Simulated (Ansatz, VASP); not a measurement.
## Two plane-wave programs on Zr3CdC

INCAR

```
PREC = Accurate ; ENCUT = 600
EDIFF = 1E-7 ; ISMEAR = 0
SIGMA = 0.1 ; LREAL = False
LASPH = True ; NELM = 60
ALGO = Normal ; ISIF = 3
LWAVE = False ; LCHARG = False
GGA = PE ; IBRION = 2
NSW = 90 ; EDIFFG = -0.04
```

Contents of KPOINTS:

```
regular mesh
0
Gamma
  4 4 4
```

Contents of POSCAR:

```
Zr3CdC
1.0
    4.4053362300      0.0000000000      0.0000000000
    0.0000000000      4.4053362300      0.0000000000
    0.0000000000      0.0000000000      4.4053362300
Zr Cd C
3 1 1
Direct
    0.0000000000      0.5000000000      0.5000000000
    0.5000000000      0.0000000000      0.5000000000
    0.5000000000      0.5000000000      0.0000000000
    0.0000000000      0.0000000000      0.0000000000
    0.5000000000      0.5000000000      0.5000000000
```

Input for Ansatz:

```yaml
crystal:
  lattice:
    - [4.40533623, 0.0, 0.0]
    - [0.0, 4.40533623, 0.0]
    - [0.0, 0.0, 4.40533623]
  atoms:
    - { symbol: Zr, position: [0.0, 0.5, 0.5] }
    - { symbol: Zr, position: [0.5, 0.0, 0.5] }
    - { symbol: Zr, position: [0.5, 0.5, 0.0] }
    - { symbol: Cd, position: [0.0, 0.0, 0.0] }
    - { symbol: C, position: [0.5, 0.5, 0.5] }
basis:
  ecutwfc: 420
kpoints:
  mp_grid: { grid: [4, 4, 4] }
hamiltonian:
  xc: pbe
scf:
  occupations: { method: gaussian, width: 0.1 }
  lower_state_search: "off"
output:
  forces: true
  stress: true
  eigenvalues: true
relax:
  adjacent_minimum: "off"
  f_tol: 0.04
  max_steps: 70
  cell: { stress_tol: 0.4 }
```

Change from the starting cell: species swapped into the TbBRh3 type (Pm-3m, No. 221).

Alike in both runs: task relaxation of cell and atoms; functional PBE; k mesh 4 × 4 × 4; occupations gaussian, width 0.1 eV; no spin polarisation.

|  | VASP | Ansatz |
| --- | --- | --- |
| version | VASP 6.6.1 | Ansatz 0.2.0 |
| potentials or method | VASP PAW PBE potentials, release 64 (Zr_sv, Cd, C), cutoff 600 eV | scalar-relativistic, plane waves, PAW |
| valence electrons in the cell | 52 | 60 |

Ansatz gave:

```
gap on the k mesh at the Fermi level, each at its own relaxed structure (eV) : none
relaxed volume (Å³/atom)                                                     : 19.10
relaxed cell length with the largest relative difference (Å)                 : 4.571
```

Q: Which values does VASP return?

A: gap on the k mesh at the Fermi level, each at its own relaxed structure (eV): none; relaxed volume (Å³/atom): 19.14; relaxed cell length with the largest relative difference (Å): 4.574.

A gap of «none» marks a metal or a gap that the smearing closes. VASP's potentials hold 52 valence electrons a cell and Ansatz's 60, so a difference there can come from the potentials and not from the codes.
